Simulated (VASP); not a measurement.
Write the native input for VASP 6.6.1 that does the following.

```
Task                   : single point
Functional             : PBEsol
Potentials or basis    : VASP PAW PBE potentials, release 64 (Li_sv)
Cutoff                 : 520 eV
k mesh                 : 17 × 17 × 17
Occupations            : fermi-dirac, width 0.05 eV
Spin                   : no spin polarisation
Dipole correction      : no
Further INCAR settings : ALGO = Normal; EDIFF = 1e-06; NBANDS = 8
```

The structure of Li lies in POSCAR:

```
Li
1.0
   -1.6002749339      1.6002749339      1.6002749339
    1.6002749339     -1.6002749339      1.6002749339
    1.6002749339      1.6002749339     -1.6002749339
Li
1
Direct
    0.0000000000      0.0000000000      0.0000000000
```

The input as run:

INCAR

```
SYSTEM = Li
PREC     = Accurate       ! precision mode
ENCUT    = 520            ! plane-wave cutoff, eV
EDIFF    = 1E-6           ! SCF threshold, eV
ISMEAR   = -1             ! smearing method
SIGMA    = 0.05           ! smearing width, eV
LREAL    = .False.        ! projectors in reciprocal space
LASPH    = .True.         ! aspherical terms in the spheres
NELM     = 100            ! most SCF steps
ALGO     = Normal         ! electronic algorithm
ISIF     = 2              ! what is computed and relaxed
LWAVE    = .False.        ! write WAVECAR
LCHARG   = .False.        ! write CHGCAR
GGA      = PS             ! functional
NBANDS   = 8              ! bands
```

KPOINTS

```
Automatic mesh
0
Gamma
  17 17 17
  0 0 0
```

Potentials or basis: VASP PAW PBE potentials, release 64 (Li_sv).

Run with:

```bash
$ cat potpaw_PBE.64/Li_sv/POTCAR > POTCAR
$ mpirun -np 1 vasp_std > vasp.out
```

Wall time 5.8 s on 1 thread of Intel(R) Xeon(R) 6975P-C (Granite Rapids), with other jobs on the host, peak memory 0.14 GiB.
